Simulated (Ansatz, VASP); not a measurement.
Al in VASP and in Ansatz

```
CELL_PARAMETERS angstrom
2.81442 0.00000 0.00000
-1.40721 2.43736 0.00000
0.00000 0.00000 9.24105
ATOMIC_POSITIONS crystal
Al 0.00000 0.00000 0.00000
Al 0.39077 0.78155 0.23485
Al 0.00000 0.00000 0.50000
Al 0.66667 0.33333 0.75000
```

Alike in both runs: task single point; functional PBE; dispersion D3(BJ); k mesh 18 × 18 × 4; occupations gaussian, width 0.15 eV; no spin polarisation.

|  | VASP | Ansatz |
| --- | --- | --- |
| version | VASP 6.6.1 | Ansatz 0.2.0 |
| potentials or method | VASP PAW PBE potentials, release 64 (Al), cutoff 520 eV | scalar-relativistic, plane waves, PAW |
| valence electrons in the cell | 12 | 12 |

|  | VASP | Ansatz | Ansatz less VASP |
| --- | --- | --- | --- |
| gap on the k mesh at the Fermi level (eV) | none | none | - |
| pressure (GPa) | 0.8 | 0.8 | 0.00 |
| traceless stress, the component that is largest in VASP (GPa) | 1.07 | 1.07 | -0.005 |
| rms of the force components (eV/Å) | 0.329 | 0.328 | -0.0003 |

Atom by atom the forces differ by 0.000 eV/Å (rms over components). A gap of «none» marks a metal or a gap that the smearing closes.
